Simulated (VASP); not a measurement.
# Sn in VASP: notebook

The runs below take Sn through single point, with PBE.

All numbers are computed with VASP 6.6.1; they aren't measurements. Logs are shortened: lines on timing, memory, paths and dates and some standing lists are left out, and cuts for length are marked.

## (1) The cell of the first run

Symmetry: Fd-3m, No. 227, cubic system. Conventional cell: a = 6.467 Å, b = 6.467 Å, c = 6.467 Å, α = 90.00°, β = 90.00°, γ = 90.00°. Within 3.7 Å of Sn (site symmetry -43m) lie 4 Sn at 2.80 Å.

## (2) Single point, PBE

Input file INCAR:

```
PREC = Accurate
ENCUT = 520
EDIFF = 1E-7
ISMEAR = -1
SIGMA = 0.1
LREAL = F
LASPH = T
NELM = 100
ALGO = Normal
ISIF = 2
LWAVE = F
LCHARG = F
GGA = PE
NBANDS = 21
```

Input file KPOINTS:

```
regular mesh
0
Gamma
  5 5 5
```

Input file POSCAR:

```
Sn
1.0
    0.0000000000      3.2333400000      3.2333400000
    3.2333400000      0.0000000000      3.2333400000
    3.2333400000      3.2333400000      0.0000000000
Sn
2
Direct
    0.0000000000      0.0000000000      0.0000000000
    0.2500000000      0.2500000000      0.2500000000
```

Potentials or basis: VASP PAW PBE potentials, release 64 (Sn_d).

The run is started by

```bash
cat potpaw_PBE.64/Sn_d/POTCAR > POTCAR
mpirun -np 1 vasp_std > vasp.out
```

OUTCAR:

```text
PREC = Accurate
   ENCUT = 520
   EDIFF = 1E-7
   ISMEAR = -1
   LREAL = F
   LASPH = T
   NELM = 100
   ISIF = 2
   GGA = PE

 ion  position               nearest neighbor table
   1  0.000  0.000  0.000-   2 2.80   2 2.80   2 2.80   2 2.80
   2  0.250  0.250  0.250-   1 2.80   1 2.80   1 2.80   1 2.80

  LATTYP: Found a face centered cubic cell.
 ALAT       =     6.4666800000

  Lattice vectors:

 A1 = (   0.0000000000,   3.2333400000,   3.2333400000)
 A2 = (   3.2333400000,   0.0000000000,   3.2333400000)
 A3 = (   3.2333400000,   3.2333400000,   0.0000000000)

Analysis of symmetry for initial positions (statically):
=====================================================================
 Subroutine PRICEL returns:
 Original cell was already a primitive cell.

 Routine SETGRP: Setting up the symmetry group for a
 face centered cubic supercell.

 Subroutine GETGRP returns: Found 48 space group operations
 (whereof 24 operations were pure point group operations)
 out of a pool of 48 trial point group operations.

The static configuration has the point symmetry T_d .
 The point group associated with its full space group is O_h .

Analysis of symmetry for dynamics (positions and initial velocities):
=====================================================================
 Subroutine PRICEL returns:
 Original cell was already a primitive cell.

 Routine SETGRP: Setting up the symmetry group for a
 face centered cubic supercell.

 Subroutine GETGRP returns: Found 48 space group operations
 (whereof 24 operations were pure point group operations)
 out of a pool of 48 trial point group operations.

The dynamic configuration has the point symmetry T_d .
 The point group associated with its full space group is O_h .

 Subroutine INISYM returns: Found 48 space group operations
 (whereof 24 operations are pure point group operations),
 and found     1 'primitive' translations

----------------------------------------------------------------------------------------

                                     Primitive cell

  volume of cell :      67.6058

  direct lattice vectors                    reciprocal lattice vectors
     0.000000000  3.233340000  3.233340000    -0.154638856  0.154638856  0.154638856
     3.233340000  0.000000000  3.233340000     0.154638856 -0.154638856  0.154638856
     3.233340000  3.233340000  0.000000000     0.154638856  0.154638856 -0.154638856

  length of vectors
     4.572633280  4.572633280  4.572633280     0.267842356  0.267842356  0.267842356

  position of ions in fractional coordinates (direct lattice)
     0.000000000  0.000000000  0.000000000
     0.250000000  0.250000000  0.250000000

  ion indices of the primitive-cell ions
   primitive index   ion index
                 1           1
                 2           2

----------------------------------------------------------------------------------------

 KPOINTS: regular mesh

Automatic generation of k-mesh.
 Grid dimensions read from file:
 generate k-points for:    5    5    5

 Generating k-lattice:

  Cartesian coordinates                     Fractional coordinates (reciprocal lattice)
    -0.030927771  0.030927771  0.030927771     0.200000000  0.000000000  0.000000000
     0.030927771 -0.030927771  0.030927771     0.000000000  0.200000000  0.000000000
     0.030927771  0.030927771 -0.030927771     0.000000000  0.000000000  0.200000000

  Length of vectors
     0.053568471  0.053568471  0.053568471

  Shift w.r.t. Gamma in fractional coordinates (k-lattice)
     0.000000000  0.000000000  0.000000000

 Subroutine IBZKPT returns following result:
 ===========================================

 Found     10 irreducible k-points:

 Following reciprocal coordinates:
            Coordinates               Weight
  0.000000  0.000000  0.000000      1.000000
  0.200000  0.000000  0.000000      8.000000
  0.400000  0.000000  0.000000      8.000000
  0.200000  0.200000  0.000000      6.000000
  0.400000  0.200000  0.000000     24.000000
 -0.400000  0.200000  0.000000     24.000000
 -0.200000  0.200000  0.000000     12.000000
  0.400000  0.400000  0.000000      6.000000
 -0.400000  0.400000  0.000000     12.000000
 -0.400000  0.400000  0.200000     24.000000
   k-points           NKPTS =     10   k-points in BZ     NKDIM =     10   number of bands    NBANDS=     21
   number of dos      NEDOS =    301   number of ions     NIONS =      2
   total plane-waves  NPLWV =  46656
   dimension x,y,z NGX =    36 NGY =   36 NGZ =   36
   dimension x,y,z NGXF=    72 NGYF=   72 NGZF=   72
   ions per type =               2
   NGX,Y,Z   is equivalent  to a cutoff of  13.09, 13.09, 13.09 a.u.
   NGXF,Y,Z  is equivalent  to a cutoff of  26.18, 26.18, 26.18 a.u.
 SYSTEM =  unknown system
   PREC   = accura    normal or accurate (medium, high low for compatibility)
   ISTART =      0    job   : 0-new  1-cont  2-samecut
   ICHARG =      2    charge: 1-file 2-atom 10-const
   ISPIN  =      1    spin polarized calculation?
   LNONCOLLINEAR =      F non collinear calculations
   LSORBIT =      F    spin-orbit coupling
   LASPH  =      T    aspherical Exc in radial PAW
   ENCUT  =  520.0 eV  38.22 Ry    6.18 a.u.   8.50  8.50  8.50*2*pi/ulx,y,z
   NELM   =    100;   NELMIN=  2; NELMDL= -5     # of ELM steps
   EDIFF  = 0.1E-06   stopping-criterion for ELM
   LREAL  =      F    real-space projection
   EDIFFG = 0.1E-05   stopping-criterion for IOM
   NSW    =      0    number of steps for IOM
   IBRION =     -1    ionic relax: 0-MD 1-quasi-New 2-CG
   NFREE  =      0    steps in history (QN), initial steepest desc. (CG)
   ISIF   =      2    stress and relaxation
   ISYM   =      2    0-nonsym 1-usesym 2-fastsym
   POTIM  = 0.5000    time-step for ionic-motion
   TEBEG  =    0.0;   TEEND  =   0.0 temperature during run
   PSTRESS=    0.0 pullay stress
   NELECT =      28.0000    total number of electrons
   NUPDOWN=      -1.0000    fix difference up-down
   EMIN   =  10.00;   EMAX   =-10.00  energy-range for DOS
   EFERMI =   0.00;   METHOD = LEGACY
   ISMEAR =    -1;   SIGMA  =   0.10  broadening in eV -4-tet -1-fermi 0-gaus
   EFERMI_NEDOS =   21; number of points for ismear=-14 and -15
   IALGO  =     38    algorithm
   IMIX   =      4    mixing-type and parameters
     AMIX     =   0.40;   BMIX     =  1.00
     AMIX_MAG =   1.60;   BMIX_MAG =  1.00
  volume/ion in A,a.u.               =      33.80       228.11
  Fermi-wavevector in a.u.,A,eV,Ry     =   1.220299  2.306030 20.260828  1.489129
  Thomas-Fermi vector in A             =   2.355521
   LORBIT       =      0    0 simple, 1 ext, 2 COOP (PROOUT), +10 PAW based schemes
   GGA     = PE    functional components
   LHFCALC =     F    Hartree Fock is set to
   AEXX    =    0.0000 exact exchange contribution
   IVDW    =     0    specifies the selected vdW correction
   LEPSILON=     F    determine dielectric tensor
   LRPA    =     F    only Hartree local field effects (RPA)
 non-spin polarized calculation
  energy-cutoff  :      520.00
  volume of cell :       67.61
 maximum number of plane-waves:      1849
 NGX is ok and might be reduce to    36
   NGX = 17   NGY = 17   NGZ = 17

 number of electron      28.0000008 magnetization

 Free energy of the ion-electron system (eV)
  ---------------------------------------------------
  ext. energy  EPLUGINS =         0.00000000
  ---------------------------------------------------
  free energy    TOTEN  =        -7.55400287 eV

  energy without entropy =       -7.54292789  energy(sigma->0) =       -7.54846538

 E-fermi :   5.7080     XC(G=0):  -8.9107

 val. band max:        5.2730612967   @ k =   0.2000   0.0000   0.0000
 cond. band min:       5.8448084956   @ k =   0.4000   0.0000   0.0000
 fundamental gap:      0.5717471989
 Fermi energy:         5.7079870250

 k-point     1 :       0.0000    0.0000    0.0000
  band No.  band energies     occupation
      1     -15.9302      2.00000
      2     -15.9302      2.00000
      3     -15.9302      2.00000
      4     -15.8695      2.00000
      5     -15.8695      2.00000
      6     -15.5515      2.00000
[... 13 lines left out ...]
     20      13.7477      0.00000
     21      13.7477      0.00000

 k-point     2 :       0.2000    0.0000    0.0000
  band No.  band energies     occupation
      1     -15.9512      2.00000
      2     -15.9512      2.00000
      3     -15.9212      2.00000
      4     -15.8382      2.00000
      5     -15.8382      2.00000
      6     -15.5881      2.00000
[... 13 lines left out ...]
     20      12.6117      0.00000
     21      12.6117      0.00000

 k-point     3 :       0.4000    0.0000    0.0000
  band No.  band energies     occupation
      1     -15.9660      2.00000
      2     -15.9660      2.00000
      3     -15.9057      2.00000
      4     -15.8102      2.00000
      5     -15.8102      2.00000
      6     -15.6101      2.00000
[... 13 lines left out ...]
     20      13.7522      0.00000
     21      13.7522      0.00000

 k-point     4 :       0.2000    0.2000    0.0000
  band No.  band energies     occupation
      1     -15.9504      2.00000
      2     -15.9504      2.00000
      3     -15.9388      2.00000
      4     -15.8374      2.00000
      5     -15.7993      2.00000
      6     -15.6513      2.00000
[... 13 lines left out ...]
     20      12.9375      0.00000
     21      14.1929      0.00000

 k-point     5 :       0.4000    0.2000    0.0000
  band No.  band energies     occupation
      1     -15.9841      2.00000
      2     -15.9681      2.00000
      3     -15.8968      2.00000
      4     -15.7992      2.00000
      5     -15.7592      2.00000
      6     -15.6913      2.00000
[... 13 lines left out ...]
     20      13.9990      0.00000
     21      14.7616      0.00000

 k-point     6 :      -0.4000    0.2000    0.0000
  band No.  band energies     occupation
      1     -15.9967      2.00000
      2     -15.9781      2.00000
      3     -15.8610      2.00000
      4     -15.7812      2.00000
      5     -15.7692      2.00000
      6     -15.6583      2.00000
[... 13 lines left out ...]
     20      13.4276      0.00000
     21      14.2144      0.00000

 k-point     7 :      -0.2000    0.2000    0.0000
  band No.  band energies     occupation
      1     -15.9741      2.00000
      2     -15.9727      2.00000
      3     -15.8893      2.00000
      4     -15.8218      2.00000
      5     -15.7897      2.00000
      6     -15.6381      2.00000
[... 13 lines left out ...]
     20      13.6030      0.00000
     21      14.1417      0.00000

 k-point     8 :       0.4000    0.4000    0.0000
  band No.  band energies     occupation
      1     -15.9785      2.00000
      2     -15.9785      2.00000
      3     -15.8930      2.00000
      4     -15.7848      2.00000
      5     -15.7542      2.00000
      6     -15.6778      2.00000
[... 13 lines left out ...]
     20      15.5425      0.00000
     21      15.8629      0.00000

 k-point     9 :      -0.4000    0.4000    0.0000
  band No.  band energies     occupation
      1     -16.0020      2.00000
      2     -15.9834      2.00000
      3     -15.8436      2.00000
      4     -15.7835      2.00000
      5     -15.7144      2.00000
      6     -15.6962      2.00000
[... 13 lines left out ...]
     20      14.2759      0.00000
     21      16.5341      0.00000

 k-point    10 :      -0.4000    0.4000    0.2000
  band No.  band energies     occupation
      1     -15.9998      2.00000
      2     -15.9916      2.00000
      3     -15.8365      2.00000
      4     -15.7573      2.00000
      5     -15.7396      2.00000
      6     -15.7091      2.00000
[... 13 lines left out ...]
     20      14.2880      0.00000
     21      16.3127      0.00000

------------------------ aborting loop because EDIFF is reached ----------------------------------------

  FORCE on cell =-STRESS in cart. coord.  units (eV):
  Direction    XX          YY          ZZ          XY          YZ          ZX
  --------------------------------------------------------------------------------------
  -------------------------------------------------------------------------------------
  Total        1.6801483      1.6801483      1.6801483     -0.0000000      0.0000000     -0.0000000
  in kB       39.8175076     39.8175076     39.8175076     -0.0000000      0.0000000     -0.0000000
  external PRESSURE =      39.8175076 kB  Pullay stress =       0.0000000 kB

 VOLUME and BASIS-vectors are now :
 -----------------------------------------------------------------------------
  energy-cutoff  :      520.00
  volume of cell :       67.61
      direct lattice vectors                 reciprocal lattice vectors
     0.000000000  3.233340000  3.233340000    -0.154638856  0.154638856  0.154638856
     3.233340000  0.000000000  3.233340000     0.154638856 -0.154638856  0.154638856
     3.233340000  3.233340000  0.000000000     0.154638856  0.154638856 -0.154638856

 POSITION                                       TOTAL-FORCE (eV/Angst)
 -----------------------------------------------------------------------------------
      0.00000      0.00000      0.00000         0.000000     -0.000000     -0.000000
      1.61667      1.61667      1.61667        -0.000000      0.000000      0.000000
 -----------------------------------------------------------------------------------
    total drift:                                0.000000      0.000000      0.000000

  FREE ENERGIE OF THE ION-ELECTRON SYSTEM (eV)
  ---------------------------------------------------
  free  energy   TOTEN  =        -7.5540028691 eV

  energy  without entropy=       -7.5429278851  energy(sigma->0) =       -7.54846538
```

It took 13 s on 1 thread of Intel Xeon 6975P-C, shared host; peak memory 0.2 GiB.

Results:

- Free energy: -7.5540 eV
- Pressure: 4.0 GPa
- Band gap on the k mesh: zero (band 14 reaches 5.85 eV, above the bottom of band 15 at 5.84 eV)

Caveat: spin-orbit coupling is left out, which moves the levels of the heavy elements.

## (3) Single point, PBE

Changes to INCAR since step 2:

```diff
@@ -7,3 +7,3 @@
 LASPH = T
-NELM = 100
+NELM = 80
 ALGO = Normal
```

KPOINTS is that of step 2.

Changes to POSCAR since step 2:

```diff
@@ -8,3 +8,3 @@
 Direct
-    0.0000000000      0.0000000000      0.0000000000
+    0.0000000000      0.0000000000      0.0050000000
     0.2500000000      0.2500000000      0.2500000000
```

Potentials or basis: VASP PAW PBE potentials, release 64 (Sn_d).

The run is started by

```bash
cat potpaw_PBE.64/Sn_d/POTCAR > POTCAR
mpirun -np 1 vasp_std > vasp.out
```

Wall time 37 s (1 thread of Intel Xeon 6975P-C, shared host); peak memory 0.22 GiB.

The run converged. Its results:

```
Free energy            : -7.5519 eV
Pressure               : 4.0 GPa
Largest force          : 0.182 eV/Å
Band gap on the k mesh : zero (band 14 reaches 5.85 eV, above the bottom of band 15 at 5.81 eV)
```

Forces on the atoms (eV/Å):
```
Sn  -0.129 -0.129 -0.005
Sn   0.129  0.129  0.005
```

Stress tensor (GPa, compression positive):
```
3.99 0.01 0.41
0.01 3.99 0.41
0.41 0.41 4.00
```

Levels at points of the mesh, in eV from the Fermi level:
| k point | band 10 | band 11 | band 12 | band 13 | band 14 | band 15 | band 16 | band 17 | band 18 | band 19 |
| --- | --- | --- | --- | --- | --- | --- | --- | --- | --- | --- |
| (0.00, 0.00, 0.00) | -21.25 | -10.61 | -0.50 | 0.08 | 0.15 | 0.22 | 2.16 | 2.22 | 2.28 | 5.10 |

Caveat: spin-orbit coupling is left out, which moves the levels of the heavy elements.

## (4) Single point, PBE

Changes to INCAR since step 3:

```diff
@@ -2,3 +2,3 @@
 ENCUT = 520
-EDIFF = 1E-7
+EDIFF = 1E-6
 ISMEAR = -1
```

Input file KPOINTS:

```
Automatic mesh
0
Gamma
  5 5 5
```

Changes to POSCAR since step 3:

```diff
@@ -8,3 +8,3 @@
 Direct
-    0.0000000000      0.0000000000      0.0050000000
+    0.0000000000      0.0000000000      0.0100000000
     0.2500000000      0.2500000000      0.2500000000
```

Potentials or basis: VASP PAW PBE potentials, release 64 (Sn_d).

The run is started by

```bash
cat potpaw_PBE.64/Sn_d/POTCAR > POTCAR
mpirun -np 1 vasp_std > vasp.out
```

OUTCAR:

```text
PREC = Accurate
   ENCUT = 520
   EDIFF = 1E-6
   ISMEAR = -1
   LREAL = F
   LASPH = T
   NELM = 80
   ISIF = 2
   GGA = PE

 ion  position               nearest neighbor table
   1  0.000  0.000  0.010-   2 2.76   2 2.80   2 2.80   2 2.84
   2  0.250  0.250  0.250-   1 2.76   1 2.80   1 2.80   1 2.84

  LATTYP: Found a face centered cubic cell.
 ALAT       =     6.4666800000

  Lattice vectors:

[... 188 lines left out ...]
  band No.  band energies     occupation
      1     -15.9478      2.00000
      2     -15.9308      2.00000
      3     -15.9174      2.00000
      4     -15.8713      2.00000
      5     -15.8710      2.00000
      6     -15.5596      2.00000
[... 565 lines left out ...]
     20      13.6052      0.00000
     21      14.1416      0.00000

 [... further k-points ...]
[... 5 lines left out ...]
  --------------------------------------------------------------------------------------
  -------------------------------------------------------------------------------------
  Total        1.6904092      1.6904092      1.7062157      0.0155663      0.3433116      0.3433116
  in kB       40.0606800     40.0606800     40.4352741      0.3689037      8.1360741      8.1360748
  external PRESSURE =      40.1855447 kB  Pullay stress =       0.0000000 kB

 VOLUME and BASIS-vectors are now :
 -----------------------------------------------------------------------------
  energy-cutoff  :      520.00
  volume of cell :       67.61
      direct lattice vectors                 reciprocal lattice vectors
     0.000000000  3.233340000  3.233340000    -0.154638856  0.154638856  0.154638856
     3.233340000  0.000000000  3.233340000     0.154638856 -0.154638856  0.154638856
     3.233340000  3.233340000  0.000000000     0.154638856  0.154638856 -0.154638856

 POSITION                                       TOTAL-FORCE (eV/Angst)
 -----------------------------------------------------------------------------------
      0.03233      0.03233      0.00000        -0.258207     -0.258207     -0.019831
      1.61667      1.61667      1.61667         0.258207      0.258207      0.019831
 -----------------------------------------------------------------------------------
    total drift:                               -0.000032     -0.000032      0.000002

  FREE ENERGIE OF THE ION-ELECTRON SYSTEM (eV)
  ---------------------------------------------------
  free  energy   TOTEN  =        -7.5456571504 eV

  energy  without entropy=       -7.5344930855  energy(sigma->0) =       -7.54007512
```

Wall time 38 s (1 thread of Intel Xeon 6975P-C, shared host); peak memory 0.22 GiB.

Results:

* Free energy: -7.5457 eV
* Pressure: 4.0 GPa
* Largest force: 0.366 eV/Å
* Band gap on the k mesh: zero (band 14 reaches 5.86 eV, above the bottom of band 15 at 5.77 eV)

Forces in eV/Å, atoms in the order of the input:
```
Sn  -0.258 -0.258 -0.020
Sn   0.258  0.258  0.020
```

Caveat: spin-orbit coupling is left out, which moves the levels of the heavy elements.

(Continued in part 2 of 2.)
